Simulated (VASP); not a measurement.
# WC (P-6m2) in VASP: notebook, part 2 of 2

VASP 6.6.1. Earlier steps stand in the parts before.

### Step 3. Single point, r2SCAN

This run uses another cell than the first one, of 10.43 Å³/atom.

Input file POSCAR:

```
WC
1.0
    2.9149996235      0.0000000000      0.0000000000
   -1.4574998118      2.5244637260      0.0000000000
    0.0000000000      0.0000000000      2.8350516579
W C
1 1
Direct
    0.0000000000      0.0000000000      0.0000000000
    0.6666666667      0.3333333333      0.5000000000
```

Input file INCAR.step1:

```
SYSTEM = WC
ALGO     = Normal         ! electronic algorithm
EDIFF    = 1E-4           ! SCF threshold, eV
ENCUT    = 520            ! plane-wave cutoff, eV
GGA      = PE             ! functional
ISMEAR   = 0              ! smearing method
LASPH    = .True.         ! aspherical terms in the spheres
LCHARG   = .False.        ! write CHGCAR
LREAL    = .False.        ! projectors in reciprocal space
LWAVE    = .True.         ! write WAVECAR
NBANDS   = 16             ! bands
NELM     = 80             ! most SCF steps
PREC     = Accurate       ! precision mode
SIGMA    = 0.1            ! smearing width, eV
```

Input file INCAR.step2:

```
SYSTEM = WC
ALGO     = Normal         ! electronic algorithm
EDIFF    = 1E-7           ! SCF threshold, eV
ENCUT    = 520            ! plane-wave cutoff, eV
ISIF     = 2              ! what is computed and relaxed
ISMEAR   = 0              ! smearing method
ISTART   = 1            
LASPH    = .True.         ! aspherical terms in the spheres
LCHARG   = .False.        ! write CHGCAR
LMIXTAU  = .True.       
LREAL    = .False.        ! projectors in reciprocal space
LWAVE    = .False.        ! write WAVECAR
METAGGA  = R2SCAN         ! meta-GGA
NBANDS   = 16             ! bands
NELM     = 80             ! most SCF steps
PREC     = Accurate       ! precision mode
SIGMA    = 0.1            ! smearing width, eV
```

Input file KPOINTS:

```
k-points
0
Gamma
  9 9 8
  0 0 0
```

Potentials or basis: VASP PAW PBE potentials, release 64 (W_sv, C).

Run with:

```bash
> cat potpaw_PBE.64/W_sv/POTCAR potpaw_PBE.64/C/POTCAR > POTCAR
> cp INCAR.step1 INCAR
> mpirun -np 1 vasp_std > vasp.out
> cp INCAR.step2 INCAR
> mpirun -np 1 vasp_std > vasp.out
```

OUTCAR:

```text
SYSTEM = WC
   EDIFF = 1E-7
   ENCUT = 520
   ISIF = 2
   ISMEAR = 0
   ISTART = 1
   LASPH = .True.
   LREAL = .False.
   METAGGA = R2SCAN
   NELM = 80
   PREC = Accurate

 ion  position               nearest neighbor table
   1  0.000  0.000  0.000-   2 2.20   2 2.20   2 2.20   2 2.20   2 2.20   2 2.20
   2  0.667  0.333  0.500-   1 2.20   1 2.20   1 2.20   1 2.20   1 2.20   1 2.20

  LATTYP: Found a hexagonal cell.
 ALAT       =     2.9149996235
 C/A-ratio  =     0.9725735932

  Lattice vectors:

 A1 = (   2.9149996235,   0.0000000000,   0.0000000000)
 A2 = (  -1.4574998118,   2.5244637260,   0.0000000000)
 A3 = (   0.0000000000,   0.0000000000,   2.8350516579)

Analysis of symmetry for initial positions (statically):
=====================================================================
 Subroutine PRICEL returns:
 Original cell was already a primitive cell.

 Routine SETGRP: Setting up the symmetry group for a
 hexagonal supercell.

 Subroutine GETGRP returns: Found 12 space group operations
 (whereof 12 operations were pure point group operations)
 out of a pool of 24 trial point group operations.

The static configuration has the point symmetry D_3h.

Analysis of symmetry for dynamics (positions and initial velocities):
=====================================================================
 Subroutine PRICEL returns:
 Original cell was already a primitive cell.

 Routine SETGRP: Setting up the symmetry group for a
 hexagonal supercell.

 Subroutine GETGRP returns: Found 12 space group operations
 (whereof 12 operations were pure point group operations)
 out of a pool of 24 trial point group operations.

The dynamic configuration has the point symmetry D_3h.

 Subroutine INISYM returns: Found 12 space group operations
 (whereof 12 operations are pure point group operations),
 and found     1 'primitive' translations

----------------------------------------------------------------------------------------

                                     Primitive cell

  volume of cell :      20.8626

  direct lattice vectors                    reciprocal lattice vectors
     2.914999623  0.000000000  0.000000000     0.343053218  0.198061868  0.000000000
    -1.457499812  2.524463726  0.000000000     0.000000000  0.396123735  0.000000000
     0.000000000  0.000000000  2.835051658     0.000000000  0.000000000  0.352727259

  length of vectors
     2.914999623  2.914999624  2.835051658     0.396123735  0.396123735  0.352727259

  position of ions in fractional coordinates (direct lattice)
     0.000000000  0.000000000  0.000000000
     0.666666667  0.333333333  0.500000000

  ion indices of the primitive-cell ions
   primitive index   ion index
                 1           1
                 2           2

----------------------------------------------------------------------------------------

 KPOINTS: k-points

Automatic generation of k-mesh.
 Grid dimensions read from file:
 generate k-points for:    9    9    8

 Generating k-lattice:

  Cartesian coordinates                     Fractional coordinates (reciprocal lattice)
     0.038117024  0.022006874  0.000000000     0.111111111  0.000000000  0.000000000
     0.000000000  0.044013748  0.000000000     0.000000000  0.111111111  0.000000000
     0.000000000  0.000000000  0.044090907     0.000000000  0.000000000  0.125000000

  Length of vectors
     0.044013748  0.044013748  0.044090907

  Shift w.r.t. Gamma in fractional coordinates (k-lattice)
     0.000000000  0.000000000  0.000000000

 Subroutine IBZKPT returns following result:
 ===========================================

 Found     60 irreducible k-points:

 Following reciprocal coordinates:
            Coordinates               Weight
  0.000000  0.000000  0.000000      1.000000
  0.111111 -0.000000  0.000000      6.000000
  0.222222  0.000000  0.000000      6.000000
  0.333333 -0.000000  0.000000      6.000000
  0.444444  0.000000  0.000000      6.000000
  0.111111  0.111111  0.000000      6.000000
[... 16 lines left out ...]
  0.333333  0.222222  0.125000     24.000000
  0.333333  0.333333  0.125000      4.000000
 [... further k-points ...]
   k-points           NKPTS =     60   k-points in BZ     NKDIM =     60   number of bands    NBANDS=     16
   number of dos      NEDOS =    301   number of ions     NIONS =      2
   total plane-waves  NPLWV =  13824
   dimension x,y,z NGX =    24 NGY =   24 NGZ =   24
   dimension x,y,z NGXF=    48 NGYF=   48 NGZF=   48
   ions per type =               1   1
   NGX,Y,Z   is equivalent  to a cutoff of  13.69, 13.69, 14.07 a.u.
   NGXF,Y,Z  is equivalent  to a cutoff of  27.37, 27.37, 28.15 a.u.
 SYSTEM =  WC
   PREC   = accura    normal or accurate (medium, high low for compatibility)
   ISTART =      1    job   : 0-new  1-cont  2-samecut
   ICHARG =      0    charge: 1-file 2-atom 10-const
   ISPIN  =      1    spin polarized calculation?
   LNONCOLLINEAR =      F non collinear calculations
   LSORBIT =      F    spin-orbit coupling
   LASPH  =      T    aspherical Exc in radial PAW
   ENCUT  =  520.0 eV  38.22 Ry    6.18 a.u.   5.42  5.42  5.27*2*pi/ulx,y,z
   NELM   =     80;   NELMIN=  2; NELMDL=  0     # of ELM steps
   EDIFF  = 0.1E-06   stopping-criterion for ELM
   LREAL  =      F    real-space projection
   EDIFFG = 0.1E-05   stopping-criterion for IOM
   NSW    =      0    number of steps for IOM
   IBRION =     -1    ionic relax: 0-MD 1-quasi-New 2-CG
   NFREE  =      0    steps in history (QN), initial steepest desc. (CG)
   ISIF   =      2    stress and relaxation
   ISYM   =      2    0-nonsym 1-usesym 2-fastsym
   POTIM  = 0.5000    time-step for ionic-motion
   TEBEG  =    0.0;   TEEND  =   0.0 temperature during run
   PSTRESS=    0.0 pullay stress
   NELECT =      18.0000    total number of electrons
   NUPDOWN=      -1.0000    fix difference up-down
   EMIN   =  10.00;   EMAX   =-10.00  energy-range for DOS
   EFERMI =   0.00;   METHOD = LEGACY
   ISMEAR =     0;   SIGMA  =   0.10  broadening in eV -4-tet -1-fermi 0-gaus
   EFERMI_NEDOS =   21; number of points for ismear=-14 and -15
   IALGO  =     38    algorithm
   IMIX   =      4    mixing-type and parameters
     AMIX     =   0.40;   BMIX     =  1.00
     AMIX_MAG =   1.60;   BMIX_MAG =  1.00
  volume/ion in A,a.u.               =      10.43        70.39
  Fermi-wavevector in a.u.,A,eV,Ry     =   1.558510  2.945156 33.047898  2.428952
  Thomas-Fermi vector in A             =   2.662004
   LORBIT       =      0    0 simple, 1 ext, 2 COOP (PROOUT), +10 PAW based schemes
   METAGGA = R2SCAN    functional components
   LHFCALC =     F    Hartree Fock is set to
   AEXX    =    0.0000 exact exchange contribution
   IVDW    =     0    specifies the selected vdW correction
   LEPSILON=     F    determine dielectric tensor
   LRPA    =     F    only Hartree local field effects (RPA)
 non-spin polarized calculation
 Gauss-broadening in eV      SIGMA  =   0.10
  energy-cutoff  :      520.00
  volume of cell :       20.86
 maximum number of plane-waves:       587
 NGX is ok and might be reduce to    24
   NGX = 11   NGY = 11   NGZ = 11

 number of electron      18.0000001 magnetization

 Free energy of the ion-electron system (eV)
  ---------------------------------------------------
  ext. energy  EPLUGINS =         0.00000000
  ---------------------------------------------------
  free energy    TOTEN  =       -61.61348223 eV

  energy without entropy =      -61.61091413  energy(sigma->0) =      -61.61219818

 E-fermi :  10.8703     XC(G=0): -14.9363

 val. band max:       10.8459037529   @ k =   0.1111  -0.0000   0.3750
 cond. band min:      10.8971304387   @ k =   0.3333   0.2222   0.0000
 fundamental gap:      0.0512266858
 Fermi energy:        10.8703418294

 k-point     1 :       0.0000    0.0000    0.0000
  band No.  band energies     occupation
      1     -65.0617      2.00000
      2     -28.3693      2.00000
      3     -28.2649      2.00000
      4     -28.2649      2.00000
      5      -4.3198      2.00000
      6       6.4308      2.00000
[... 8 lines left out ...]
     15      26.1160      0.00000
     16      28.3976      0.00000
[... 419 lines left out ...]
 k-point    24 :       0.3333    0.3333    0.1250
  band No.  band energies     occupation
      1     -64.9843      2.00000
      2     -28.8649      2.00000
      3     -28.8113      2.00000
      4     -28.3491      2.00000
      5      -0.2763      2.00000
      6       4.6661      2.00000
[... 8 lines left out ...]
     15      26.4969      0.00000
     16      27.3488      0.00000

 [... further k-points ...]

------------------------ aborting loop because EDIFF is reached ----------------------------------------

  FORCE on cell =-STRESS in cart. coord.  units (eV):
  Direction    XX          YY          ZZ          XY          YZ          ZX
  --------------------------------------------------------------------------------------
  -------------------------------------------------------------------------------------
  Total        0.1459114      0.1459114      0.2688244     -0.0000000      0.0000000     -0.0000000
  in kB       11.2054974     11.2054974     20.6447987     -0.0000000      0.0000000     -0.0000000
  external PRESSURE =      14.3519312 kB  Pullay stress =       0.0000000 kB

 VOLUME and BASIS-vectors are now :
 -----------------------------------------------------------------------------
  energy-cutoff  :      520.00
  volume of cell :       20.86
      direct lattice vectors                 reciprocal lattice vectors
     2.914999623  0.000000000  0.000000000     0.343053218  0.198061868  0.000000000
    -1.457499812  2.524463726  0.000000000     0.000000000  0.396123735  0.000000000
     0.000000000  0.000000000  2.835051658     0.000000000  0.000000000  0.352727259

 POSITION                                       TOTAL-FORCE (eV/Angst)
 -----------------------------------------------------------------------------------
      0.00000      0.00000      0.00000        -0.000000      0.000000      0.000000
      1.45750      0.84149      1.41753         0.000000      0.000000      0.000000
 -----------------------------------------------------------------------------------
    total drift:                               -0.000000      0.000000      0.000000

  FREE ENERGIE OF THE ION-ELECTRON SYSTEM (eV)
  ---------------------------------------------------
  free  energy   TOTEN  =       -61.6134822326 eV

  energy  without entropy=      -61.6109141283  energy(sigma->0) =      -61.61219818
```

It took 37 s on 1 thread of Intel Xeon 6975P-C (Granite Rapids), shared host; peak memory 0.15 GiB.

What came out:

```
Free energy            : -61.6135 eV
Pressure               : 1.4 GPa
Band gap on the k mesh : zero (bands 9 and 10 overlap by 1.33 eV)
```

Levels at points of the mesh, in eV from the Fermi level:
```csv
k point,band 5,band 6,band 7,band 8,band 9,band 10,band 11,band 12,band 13,band 14
"(0.00, 0.00, 0.00)",-15.19,-4.44,-3.47,-3.47,0.15,3.42,3.42,5.96,5.96,6.75
"(0.00, 0.00, 0.50)",-11.10,-8.95,-2.10,-2.10,-0.54,-0.54,3.87,4.82,4.82,10.57
```

Caveat: the PAW data sets were made with another functional, which shifts forces and pressure a little; spin-orbit coupling is left out, which moves the levels of the heavy elements.

### Step 4. Relaxation of cell and atoms, r2SCAN

Input file POSCAR:

```
WC
1.0
    2.8820700000      0.0000000000      0.0000000000
   -1.4410350000      2.4959458400      0.0000000000
    0.0000000000      0.0000000000      2.8238700000
W C
1 1
Direct
    0.0000000000      0.0000000000      0.0000000000
    0.6666666700      0.3333333300      0.5000000000
```

Input file INCAR.step1:

```
SYSTEM = WC
  ALGO = Normal
  EDIFF = 1E-4
  ENCUT = 600
  GGA = PE
  ISMEAR = 0
  LASPH = .True.
  LCHARG = .False.
  LREAL = .False.
  LWAVE = .True.
  NELM = 60
  PREC = Accurate
  SIGMA = 0.1
```

Input file INCAR.step2:

```
SYSTEM = WC
  ALGO = Normal
  EDIFF = 1E-6
  EDIFFG = -0.05
  ENCUT = 600
  IBRION = 2
  ISIF = 3
  ISMEAR = 0
  ISTART = 1
  LASPH = .True.
  LCHARG = .False.
  LMIXTAU = .True.
  LREAL = .False.
  LWAVE = .False.
  METAGGA = R2SCAN
  NELM = 60
  NSW = 100
  PREC = Accurate
  SIGMA = 0.1
```

KPOINTS is that of step 3.

Run with:

```bash
> cat potpaw_PBE.64/W_sv/POTCAR potpaw_PBE.64/C/POTCAR > POTCAR
> cp INCAR.step1 INCAR
> mpirun -np 1 vasp_std > vasp.out
> cp INCAR.step2 INCAR
> mpirun -np 1 vasp_std > vasp.out
```

It took 2.3 min on 1 thread of Intel Xeon 6975P-C (Granite Rapids), shared host; peak memory 0.16 GiB.

Results (log left out):

```yaml
Free_energy: -61.6150 eV
Relaxed_volume: 10.46 Å³/atom
Relaxed_cell: a = 2.917 Å, b = 2.917 Å, c = 2.840 Å, α = 90.00°, β = 90.00°, γ = 120.00°
Space_group_after_relaxing_to_0.1_Å: P-6m2 (No. 187)
Energy_gained_by_relaxing: 12.2 meV/atom
Ionic_steps: 6
Pressure_after_relaxing: 0.0 GPa
Band_gap_on_the_k_mesh: zero (bands 9 and 10 overlap by 1.31 eV)
```

The path:
```
step  energy change (eV)  largest force (eV/Å)  pressure (GPa)  volume (Å³)
   1              0.0000                0.0000           12.58        20.31
   2              0.1474                0.0000          -28.15        22.75
   3             -0.0239                0.0000           -0.55        20.95
   4             -0.0239                0.0000           -0.16        20.93
   5             -0.0239                0.0000            0.19        20.93
   6             -0.0244                0.0000           -0.01        20.93
```

Final structure:
```
W C
1.0
     2.91714    0.00000    0.00000
    -1.45857    2.52632    0.00000
     0.00000    0.00000    2.83991
W C
1 1
Direct
  0.00000 0.00000 0.00000
  0.66667 0.33333 0.50000
```

Levels at points of the mesh, in eV from the Fermi level:
| k point | band 6 | band 7 | band 8 | band 9 | band 10 | band 11 | band 12 | band 13 |
| --- | --- | --- | --- | --- | --- | --- | --- | --- |
| (0.00, 0.00, 0.00) | -4.42 | -3.45 | -3.45 | 0.13 | 3.40 | 3.40 | 5.93 | 5.93 |
| (0.00, 0.00, 0.50) | -8.94 | -2.08 | -2.08 | -0.54 | -0.54 | 3.84 | 4.82 | 4.82 |

Caveat: the PAW data sets were made with another functional, which shifts forces and pressure a little; spin-orbit coupling is left out, which moves the levels of the heavy elements. Zero-point motion and thermal expansion aren't in these numbers.

### Step 5. Summary

```csv
task,cell,k mesh,cutoff (eV),gap on the mesh (eV),pressure (GPa)
single point,"a = 2.882, b = 2.882, c = 2.824 Å, angles 90.0, 90.0, 120.0°, 2 atoms",9 × 9 × 6,520,none,12.9
single point,"a = 2.915, b = 2.915, c = 2.835 Å, angles 90.0, 90.0, 120.0°, 2 atoms",9 × 9 × 8,520,none,1.4
relaxation of cell and atoms,"relaxed from a = 2.882, b = 2.882, c = 2.824 Å, angles 90.0, 90.0, 120.0°, 2 atoms",9 × 9 × 8,600,none,0.0
```

Alike in all rows: level r2SCAN; potentials or basis VASP PAW PBE potentials, release 64 (W_sv, C); no spin polarisation; smearing gaussian 0.1 eV.

Caveats: some runs use coarse meshes; the PAW data sets were made with another functional, which shifts forces and pressure a little; spin-orbit coupling is left out, which moves the levels of the heavy elements.

Total energies depend on the potentials used, so only differences within one code and one set of settings carry meaning.

The gap in the log of VASP goes by the Fermi energy; the results here count the filled bands.